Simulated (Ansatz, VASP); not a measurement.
**One calculation of MgCd3S4, two programs**

```
Mg Cd S
1.0
    -2.71814    2.71814    5.44820
     2.71814   -2.71814    5.44820
     2.71814    2.71814   -5.44820
Mg Cd S
1 3 4
Direct
  0.00000 0.00000 0.00000
  0.50000 0.50000 0.00000
  0.75000 0.25000 0.50000
  0.25000 0.75000 0.50000
  0.75826 0.75826 0.00000
  0.24174 0.24174 0.00000
  0.50000 0.00000 0.50000
  0.00000 0.50000 0.50000
```

Alike in both runs: functional PBE; k mesh 10 × 10 × 10; occupations gaussian, width 0.01 eV; no spin polarisation.

Ansatz relaxed the structure, and its values are those at the end. VASP's run is a single point on that final structure, the one shown.

|  | VASP | Ansatz |
| --- | --- | --- |
| version | VASP 6.6.1 | Ansatz 0.2.0 |
| potentials or method | VASP PAW PBE potentials, release 64 (Mg, Cd, S), cutoff 520 eV | scalar-relativistic, plane waves, PAW |
| valence electrons in the cell | 62 | 94 |

```csv
,VASP,Ansatz,Ansatz less VASP
gap on the k mesh at the Fermi level (eV),0.25,0.25,+0.007
least direct gap on the mesh (eV),1.16,1.19,+0.023
pressure (GPa),0.3,0.0,-0.25
rms of the force components (eV/Å),0.008,0.000,-0.0075
```

VASP's potentials hold 62 valence electrons a cell and Ansatz's 94, so a difference there can come from the potentials and not from the codes.
